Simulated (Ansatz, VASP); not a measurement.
Two plane-wave programs on AlN

```
Al N
1.0
     3.26515    0.00000    0.00000
    -1.63257    2.82770    0.00000
     0.00000    0.00000    4.02952
Al N
2 2
Direct
  0.33333 0.66667 0.75000
  0.66667 0.33333 0.25000
  0.33333 0.66667 0.25000
  0.66667 0.33333 0.75000
```

Alike in both runs: task single point; functional PBEsol; k mesh 9 × 9 × 6; occupations gaussian, width 0.05 eV; no spin polarisation.

```csv
,VASP,Ansatz
version,VASP 6.6.1,Ansatz 0.2.0
potentials or method,"VASP PAW PBE potentials, release 64 (Al, N), cutoff 520 eV","scalar-relativistic, plane waves, PAW"
valence electrons in the cell,16,16
```

VASP gave:

- gap on the k mesh at the Fermi level (eV): 3.73
- least direct gap on the mesh (eV): 3.73
- pressure (GPa): 11.4
- traceless stress, the component that is largest in VASP (GPa): 1.76

**Question.** Estimate Ansatz's values.

**Answer.** gap on the k mesh at the Fermi level (eV): 3.71; least direct gap on the mesh (eV): 3.71; pressure (GPa): 11.3; traceless stress, the component that is largest in VASP (GPa): 1.73.

VASP's potentials were made for PBE, not for PBEsol, and Ansatz warns of the same on its side.
